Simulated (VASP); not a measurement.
Crystal: As.

```xyz
2
Lattice="1.9036 1.0991 3.6082 -1.9036 1.0991 3.6082 0.0000 -2.1981 3.6082" Properties=species:S:1:pos:R:3 pbc="T T T"
As    0.0000    0.0000    8.3750
As    0.0000    0.0000    2.4495
```

Base run:

```yaml
Program: VASP 6.6.1
Functional: PBE
Potentials_or_basis: VASP PAW PBE potentials, release 64 (As)
Cutoff: 520 eV
k_mesh: 10 × 10 × 10
Occupations: fermi-dirac, width 1 eV
Spin: no spin polarisation
```

Its results: band gap on the k mesh zero (band 5 reaches 5.01 eV, above the bottom of band 6 at 4.63 eV); pressure 4.8 GPa; largest force 0.617 eV/Å.

**Question.** The run is repeated on the same cell with these changes: occupations from fermi-dirac, width 1 eV to gaussian, width 0.01 eV. What comes out?

**Answer.** Band gap on the k mesh zero (band 5 reaches 5.04 eV, above the bottom of band 6 at 4.64 eV); pressure 0.3 GPa; largest force 0.048 eV/Å.
